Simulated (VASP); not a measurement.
Wanted: the native input for a VASP 6.6.1 run.

```yaml
Task: single point
Functional: r2SCAN
Potentials_or_basis: VASP PAW PBE potentials, release 64 (Ti_sv)
Cutoff: 520 eV
k_mesh: 4 × 4 × 3
Occupations: fermi-dirac, width 0.1 eV
Spin: no spin polarisation
Dipole_correction: no
Further_INCAR_settings: ALGO = Normal; EDIFF = 1e-06; NBANDS = 19
```

Ti:

```xyz
2
Lattice="2.9359 0.0000 0.0000 -1.4679 2.5425 0.0000 0.0000 0.0000 4.6416" Properties=species:S:1:pos:R:3 pbc="T T T"
Ti    0.0000    1.6950    1.1604
Ti    1.4679    0.8475    3.4812
```

These files were run (other wordings do the same):

POSCAR

```
Ti
1.0
    2.9358559451      0.0000000000      0.0000000000
   -1.4679279726      2.5425258303      0.0000000000
    0.0000000000      0.0000000000      4.6416239676
Ti
2
Direct
    0.3333333333      0.6666666667      0.2500000000
    0.6666666667      0.3333333333      0.7500000000
```

INCAR.step1

```
  PREC = Accurate
  ENCUT = 520
  ISMEAR = -1
  SIGMA = 0.1
  LREAL = False
  LASPH = True
  NELM = 80
  NBANDS = 19
  GGA = PE
  ALGO = Normal
  EDIFF = 1E-4
  LWAVE = True
  LCHARG = False
```

INCAR.step2

```
  PREC = Accurate
  ENCUT = 520
  EDIFF = 1E-6
  ISMEAR = -1
  SIGMA = 0.1
  LREAL = False
  LASPH = True
  NELM = 80
  ALGO = Normal
  ISIF = 2
  LWAVE = False
  LCHARG = False
  METAGGA = R2SCAN
  LMIXTAU = True
  NBANDS = 19
  ISTART = 1
```

KPOINTS

```
Automatic mesh
0
Gamma
  4 4 3
```

Potentials or basis: VASP PAW PBE potentials, release 64 (Ti_sv).

Launch:

```sh
$ cat potpaw_PBE.64/Ti_sv/POTCAR > POTCAR
$ cp INCAR.step1 INCAR
$ mpirun -np 1 vasp_std > vasp.out
$ cp INCAR.step2 INCAR
$ mpirun -np 1 vasp_std > vasp.out
```

Results of the run:

```
Pressure               : 0.6 GPa
Band gap on the k mesh : zero (bands 12 and 13 overlap by 0.82 eV)
```

Caveat: the k points lie up to 0.62 Å⁻¹ apart, too coarse for converged energies and pressures of a metal; the PAW data sets were made with another functional, which shifts forces and pressure a little.

It took 48 s on 1 thread of Intel Xeon 8259CL (shared host), peak memory 0.15 GiB.
